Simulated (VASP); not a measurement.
# Zr (P6_3/mmc) in VASP: a series of runs, part 2 of 2

VASP 6.6.1. The steps go on from the part before.

## 4. Single point, LDA (24.40 Å³/atom)

This run uses another cell than the first one, of 24.40 Å³/atom.

INCAR reads:

```
SYSTEM = Zr
PREC = Accurate
ENCUT = 520
EDIFF = 1E-6
ISMEAR = -1
SIGMA = 0.1
LREAL = .False.
LASPH = .True.
NELM = 60
ALGO = Normal
ISIF = 2
LWAVE = .False.
LCHARG = .False.
GGA = CA
NBANDS = 19
```

KPOINTS reads:

```
Automatic mesh
0
Gamma
  19 19 10
  0 0 0
```

POSCAR reads:

```
Zr
1.0
    3.2650048524      0.0000000000      0.0000000000
   -1.6325024262      2.8275771457      0.0000000000
    0.0000000000      0.0000000000      5.2854025848
Zr
2
Direct
    0.3333333333      0.6666666667      0.2500000000
    0.6666666667      0.3333333333      0.7500000000
```

Potentials or basis: VASP PAW LDA potentials, release 64 (Zr_sv).

Run with:

```sh
> cat potpaw_LDA.64/Zr_sv/POTCAR > POTCAR
> mpirun -np 1 vasp_std > vasp.out
```

OUTCAR:

```text
SYSTEM = Zr
   PREC = Accurate
   ENCUT = 520
   EDIFF = 1E-6
   ISMEAR = -1
   LREAL = .False.
   LASPH = .True.
   NELM = 60
   ISIF = 2
   GGA = CA

 ion  position               nearest neighbor table
   1  0.333  0.667  0.250-   2 3.25   2 3.25   2 3.25   2 3.25   2 3.25   2 3.25
   2  0.667  0.333  0.750-   1 3.25   1 3.25   1 3.25   1 3.25   1 3.25   1 3.25

  LATTYP: Found a hexagonal cell.
 ALAT       =     3.2650048524
 C/A-ratio  =     1.6188038988

  Lattice vectors:

 A1 = (   3.2650048524,   0.0000000000,   0.0000000000)
 A2 = (  -1.6325024262,   2.8275771457,   0.0000000000)
 A3 = (   0.0000000000,   0.0000000000,   5.2854025848)

Analysis of symmetry for initial positions (statically):
=====================================================================
 Subroutine PRICEL returns:
 Original cell was already a primitive cell.

 Routine SETGRP: Setting up the symmetry group for a
 hexagonal supercell.

 Subroutine GETGRP returns: Found 24 space group operations
[... 154 lines left out ...]
   NGX = 13   NGY = 13   NGZ = 19

 number of electron      24.0000001 magnetization

 Free energy of the ion-electron system (eV)
  ---------------------------------------------------
  ext. energy  EPLUGINS =         0.00000000
  ---------------------------------------------------
  free energy    TOTEN  =       -18.45226112 eV

  energy without entropy =      -18.37583225  energy(sigma->0) =      -18.41404669

 E-fermi :   8.2427     XC(G=0): -11.0835

 val. band max:        8.2417645371   @ k =   0.1053  -0.0000   0.2000
 cond. band min:       8.2450589476   @ k =   0.1579  -0.0000   0.0000
 fundamental gap:      0.0032944105
 Fermi energy:         8.2427391860

 k-point     1 :       0.0000    0.0000    0.0000
  band No.  band energies     occupation
      1     -40.3641      2.00000
      2     -40.2417      2.00000
      3     -18.9440      2.00000
      4     -18.1841      2.00000
      5     -18.1841      2.00000
      6     -18.0913      2.00000
[... 505 lines left out ...]
      6     -18.3674      2.00000
[... 11 lines left out ...]
     18      12.9578      0.00000
     19      12.9913      0.00000

 [... further k-points ...]
[... 5 lines left out ...]
  --------------------------------------------------------------------------------------
  -------------------------------------------------------------------------------------
  Total       -2.8493506     -2.8493506     -3.0982428      0.0000000     -0.0000000      0.0000000
  in kB      -93.5578220    -93.5578220   -101.7301466      0.0000000     -0.0000000      0.0000000
  external PRESSURE =     -96.2819302 kB  Pullay stress =       0.0000000 kB

 VOLUME and BASIS-vectors are now :
 -----------------------------------------------------------------------------
  energy-cutoff  :      520.00
  volume of cell :       48.80
      direct lattice vectors                 reciprocal lattice vectors
     3.265004852  0.000000000  0.000000000     0.306278258  0.176829835  0.000000000
    -1.632502426  2.827577146  0.000000000     0.000000000  0.353659670  0.000000000
     0.000000000  0.000000000  5.285402585     0.000000000  0.000000000  0.189200346

 POSITION                                       TOTAL-FORCE (eV/Angst)
 -----------------------------------------------------------------------------------
     -0.00000      1.88505      1.32135        -0.000000     -0.000000      0.000000
      1.63250      0.94253      3.96405         0.000000      0.000000      0.000000
 -----------------------------------------------------------------------------------
    total drift:                               -0.000000      0.000000     -0.000000

  FREE ENERGIE OF THE ION-ELECTRON SYSTEM (eV)
  ---------------------------------------------------
  free  energy   TOTEN  =       -18.4522611220 eV

  energy  without entropy=      -18.3758322508  energy(sigma->0) =      -18.41404669
```

OSZICAR:

```text
N       E                     dE             d eps       ncg     rms          rms(c)
DAV:   1     0.211138285484E+03    0.21114E+03   -0.13192E+04  9128   0.125E+03
DAV:   2    -0.328218106792E+01   -0.21442E+03   -0.21046E+03 10660   0.364E+02
DAV:   3    -0.188828927185E+02   -0.15601E+02   -0.15435E+02 16418   0.707E+01
DAV:   4    -0.192943677705E+02   -0.41148E+00   -0.41098E+00 10865   0.118E+01
DAV:   5    -0.193074035012E+02   -0.13036E-01   -0.13033E-01 13412   0.144E+00    0.132E+01
DAV:   6    -0.185962992859E+02    0.71110E+00   -0.10692E+00  9994   0.728E+00    0.500E+00
DAV:   7    -0.184516286979E+02    0.14467E+00   -0.61568E-01 13303   0.468E+00    0.108E+00
DAV:   8    -0.184520709690E+02   -0.44227E-03   -0.27535E-02 12288   0.132E+00    0.252E-01
DAV:   9    -0.184522640424E+02   -0.19307E-03   -0.16684E-03 12199   0.329E-01    0.219E-02
DAV:  10    -0.184522582686E+02    0.57739E-05   -0.55575E-05 13039   0.398E-02    0.206E-02
DAV:  11    -0.184522611782E+02   -0.29096E-05   -0.72149E-06 10335   0.279E-02    0.147E-03
DAV:  12    -0.184522611220E+02    0.56146E-07   -0.30978E-07  5898   0.447E-03
   1 F= -.18452261E+02 E0= -.18414047E+02  d E =-.764289E-01
```

stdout:

```text
POSCAR found type information on POSCAR Zr
 POSCAR found :  1 types and       2 ions
 scaLAPACK will be used
 LDA part: xc-table for (Slater(with rela. corr.)+CA(PZ))
 , standard interpolation
 POSCAR, INCAR and KPOINTS ok, starting setup
 FFT: planning ... GRIDC
 FFT: planning ... GRID_SOFT
 FFT: planning ... GRID
 WAVECAR not read
 entering main loop
```

Run time: 2 min. Hardware: 1 thread of Intel Xeon 8259CL, shared host; peak memory 0.28 GiB.

What came out:

```yaml
Free_energy: -18.4523 eV
Pressure: -9.6 GPa
Band_gap_on_the_k_mesh: zero (bands 12 and 13 overlap by 1.17 eV)
```

Stress tensor (GPa, compression positive):
```
 -9.36   0.00   0.00
  0.00  -9.36   0.00
  0.00   0.00 -10.17
```

Caveat: the cell stands under tension.

## 5. Single point, LDA, collinear spin

This run uses another cell than the first one, of 21.78 Å³/atom.

INCAR reads:

```
SYSTEM = Zr
PREC = Accurate
ENCUT = 520
EDIFF = 1E-6
ISMEAR = -1
SIGMA = 0.05
LREAL = .FALSE.
LASPH = .TRUE.
NELM = 150
ALGO = Normal
ISIF = 2
LWAVE = .FALSE.
LCHARG = .FALSE.
ISPIN = 2
MAGMOM = 1 1
LORBIT = 11
LMAXMIX = 4
GGA = CA
NBANDS = 23
```

KPOINTS reads:

```
regular mesh
0
G
  19 19 10
  0 0 0
```

POSCAR reads:

```
Zr
1.0
    3.1494253305      0.0000000000      0.0000000000
   -1.5747126652      2.7274823435      0.0000000000
    0.0000000000      0.0000000000      5.0704063552
Zr
2
Direct
    0.3333333333      0.6666666667      0.2500000000
    0.6666666667      0.3333333333      0.7500000000
```

Run with:

```sh
> cat potpaw_LDA.64/Zr_sv/POTCAR > POTCAR
> mpirun -np 1 vasp_std > vasp.out
```

Run time: 3 min. Hardware: 1 thread of Intel Xeon Platinum 8488C (Sapphire Rapids), shared host; peak memory 0.38 GiB.

Results (log left out):

| Property | Result |
| --- | --- |
| Free energy | -18.5920 eV |
| Pressure | 0.1 GPa |
| Band gap on the k mesh | zero (filled and empty bands overlap) |
| Net moment | 0.00 μB per cell |
| Valence electrons inside the program's atomic spheres | Zr 9.93 |

Stress tensor (GPa, compression positive):
```
0.01 0.00 0.00
0.00 0.01 0.00
0.00 0.00 0.41
```

Levels at points of the mesh, in eV from the Fermi level:
Spin up:
| k point | band 9 | band 10 | band 11 | band 12 | band 13 | band 14 | band 15 | band 16 |
| --- | --- | --- | --- | --- | --- | --- | --- | --- |
| (0.00, 0.00, 0.00) | -5.74 | -3.22 | 0.85 | 0.85 | 0.91 | 1.44 | 1.59 | 1.59 |
| (0.00, 0.00, 0.50) | -3.97 | -3.97 | -0.01 | -0.01 | 0.77 | 0.77 | 0.77 | 0.77 |
Spin down:
| k point | band 9 | band 10 | band 11 | band 12 | band 13 | band 14 | band 15 | band 16 |
| --- | --- | --- | --- | --- | --- | --- | --- | --- |
| (0.00, 0.00, 0.00) | -5.74 | -3.22 | 0.85 | 0.85 | 0.91 | 1.44 | 1.59 | 1.59 |
| (0.00, 0.00, 0.50) | -3.97 | -3.97 | -0.01 | -0.01 | 0.77 | 0.77 | 0.77 | 0.77 |

## 6. Summary

| spin | cell | smearing | gap on the mesh (eV) | pressure (GPa) |
| --- | --- | --- | --- | --- |
| off | a = 3.185, b = 3.185, c = 5.156 Å, angles 90.0, 90.0, 120.0°, 2 atoms | fermi-dirac 0.1 eV | none | -3.7 |
| off | a = 3.226, b = 3.226, c = 5.222 Å, angles 90.0, 90.0, 120.0°, 2 atoms | fermi-dirac 0.1 eV | none | -6.9 |
| off | a = 3.265, b = 3.265, c = 5.285 Å, angles 90.0, 90.0, 120.0°, 2 atoms | fermi-dirac 0.1 eV | none | -9.6 |
| collinear | a = 3.149, b = 3.149, c = 5.070 Å, angles 90.0, 90.0, 120.0°, 2 atoms | fermi-dirac 0.05 eV | none | 0.1 |

Alike in all rows: task single point; level LDA; potentials or basis VASP PAW LDA potentials, release 64 (Zr_sv); k mesh 19 × 19 × 10; cutoff (eV) 520.

Caveats: the cell stands under tension (at least some runs).

Absolute energies hang on the potentials; compare differences alone.
